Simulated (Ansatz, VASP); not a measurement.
**Two plane-wave programs on Cr**

```xyz
2
Lattice="0.0000 2.3688 2.3688 2.3688 0.0000 2.3688 2.3688 2.3688 0.0000" Properties=species:S:1:pos:R:3 pbc="T T T"
Cr    0.0000    0.0000    0.0000
Cr    2.3688    2.3688    2.3688
```

Alike in both runs: functional BLYP; k mesh 12 × 12 × 12; occupations fermi-dirac, width 0.05 eV; collinear spin.

Ansatz relaxed the structure, and its values are those at the end. VASP's run is a single point on that final structure, the one shown.

|  | VASP | Ansatz |
| --- | --- | --- |
| version | VASP 6.6.1 | Ansatz 0.2.0 |
| potentials or method | VASP PAW PBE potentials, release 64 (Cr_pv), cutoff 520 eV | plane waves (420 eV) with PAW, scalar-relativistic |
| valence electrons in the cell | 24 | 28 |

|  | VASP | Ansatz | Ansatz less VASP |
| --- | --- | --- | --- |
| pressure (GPa) | 0.1 | 0.0 | -0.01 |
| net moment per atom (μB) | 0.00 | 0.00 | 0.000 |
| size of the moment on the site where the two differ most (μB) | 0.13 | 0.00 | -0.130 |

VASP's potentials were made for PBE, not for BLYP. Site moments also hang on the region over which each program counts them. The functional is the same, so the differences come from potentials, cutoffs and numerics. VASP's potentials hold 24 valence electrons a cell and Ansatz's 28, so a difference there can come from the potentials and not from the codes. Ansatz's warnings: seeded moment not kept.
